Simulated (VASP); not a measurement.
Here is a VASP 6.6.1 calculation.

The input INCAR:

```
SYSTEM = W3O
  PREC = Accurate
  ENCUT = 1000
  EDIFF = 1E-6
  ISMEAR = 0
  SIGMA = 0.1
  LREAL = .False.
  LASPH = .True.
  NELM = 120
  ALGO = Normal
  ISIF = 2
  LWAVE = .False.
  LCHARG = .True.
  LDIPOL = .True.
  IDIPOL = 3
  DIPOL = 0.5 0.5 0.360
  GGA = PE
  LELF = .True.
  LVHAR = .True.
  LVACPOTAV = .True.
  NBANDS = 32
  GGA_COMPAT = .False.
  NELMDL = -8
```

KPOINTS

```
Automatic mesh
0
Gamma
  10 10 1
  0 0 0
```

POSCAR

```
W3O
1.0
    2.7571643597      0.0000000000      0.0000000000
   -0.9190547866      2.5994794874      0.0000000000
    0.0000000000      0.0000000000     19.8562161029
W O
3 1
Direct
    0.5000000000      0.5000000000      0.2014482507
    0.0000000000      0.0000000000      0.3111437107
    0.5000000000      0.5000000000      0.4208362792
    0.5000000000      0.6666666667      0.5049232567
```

Potentials or basis: VASP PAW PBE potentials, release 64 (W_sv, O_h).

Launch:

```console
$ cat potpaw_PBE.64/W_sv/POTCAR potpaw_PBE.64/O_h/POTCAR > POTCAR
$ mpirun -np 1 vasp_std > vasp.out
```

Task: Predict the largest force.

Result: 1.957 eV/Å.

Task: What does it give for the band gap on the k mesh?

Result: Zero (bands 24 and 25 overlap by 1.60 eV).

Forces on the atoms (eV/Å):
```
W    0.055  0.104  0.277
W    0.021 -0.411 -1.913
W   -0.132  0.176  1.208
O    0.056  0.131  0.428
```

Caveat: spin-orbit coupling is left out, which moves the levels of the heavy elements.
